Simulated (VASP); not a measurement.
Here is a VASP 6.6.1 calculation.

Contents of INCAR:

```
PREC = Accurate
ENCUT = 520
EDIFF = 1E-7
ISMEAR = 0
SIGMA = 0.1
LREAL = False
LASPH = True
NELM = 150
ALGO = Normal
ISIF = 2
LWAVE = False
LCHARG = True
ISPIN = 2
MAGMOM = 0 0 0 0 0 1
LORBIT = 11
LMAXMIX = 4
LDIPOL = True
IDIPOL = 3
DIPOL = 0.5 0.5 0.370
GGA = PE
LELF = True
LVHAR = True
LVACPOTAV = True
NBANDS = 44
```

File KPOINTS:

```
Automatic mesh
0
Gamma
  9 9 1
```

Contents of POSCAR:

```
Ti5H
1.0
    2.9381632084      0.0000000000      0.0000000000
   -1.4690816042      2.5445239789      0.0000000000
    0.0000000000      0.0000000000     26.2117060745
Ti H
5 1
Direct
    0.6666666667      0.3333333333      0.1526035729
    0.3333333333      0.6666666667      0.2413132777
    0.6666666667      0.3333333333      0.3306032017
    0.3333333333      0.6666666667      0.4219530445
    0.6666666667      0.3333333333      0.5040383879
    1.0000000000      0.0000000000      0.5673688707
```

Potentials or basis: VASP PAW PBE potentials, release 64 (Ti_sv, H).

Launch:

```bash
$ cat potpaw_PBE.64/Ti_sv/POTCAR potpaw_PBE.64/H/POTCAR > POTCAR
$ mpirun -np 1 vasp_std > vasp.out
```

**Question.** What does it give for the site moments?

**Answer.** Ti -0.62, +0.07, -0.03, -0.01, +0.01; H -0.00 μB.

**Question.** What does it give for the largest force?

**Answer.** 2.223 eV/Å.

**Question.** Predict the band gap on the k mesh.

**Answer.** Zero (filled and empty bands overlap).

Forces on the atoms (eV/Å):
```
Ti   0.000  0.000  0.466
Ti   0.000  0.000 -0.442
Ti   0.000  0.000  0.010
Ti   0.000  0.000 -0.414
Ti   0.000  0.000  2.223
H    0.000  0.000 -1.843
```
